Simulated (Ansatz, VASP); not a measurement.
# Al: VASP beside Ansatz

```
Al
1.0
     2.74214    0.00000    0.00000
    -1.37107    2.37477    0.00000
     0.00000    0.00000    4.98852
Al
2
Direct
  0.66667 0.33333 0.75000
  0.33333 0.66667 0.25000
```

Change from the starting cell: strain -0.025 along x and y, +0.025 along z, atoms carried along.

Alike in both runs: task single point; functional PBEsol; dispersion D3(BJ); k mesh 18 × 18 × 10; occupations gaussian, width 0.15 eV; no spin polarisation.

|  | VASP | Ansatz |
| --- | --- | --- |
| version | VASP 6.6.1 | Ansatz 0.2.0 |
| potentials or method | VASP PAW PBE potentials, release 64 (Al), cutoff 520 eV | scalar-relativistic, plane waves, PAW |
| valence electrons in the cell | 6 | 6 |

VASP gave:

```
gap on the k mesh at the Fermi level (eV)                     : none
pressure (GPa)                                                : -1.7
traceless stress, the component that is largest in VASP (GPa) : -5.11
```

Question: Which values does Ansatz return?

Answer: gap on the k mesh at the Fermi level (eV): none; pressure (GPa): -1.8; traceless stress, the component that is largest in VASP (GPa): -5.06.

VASP's potentials were made for PBE, not for PBEsol. A gap of «none» marks a metal or a gap that the smearing closes.
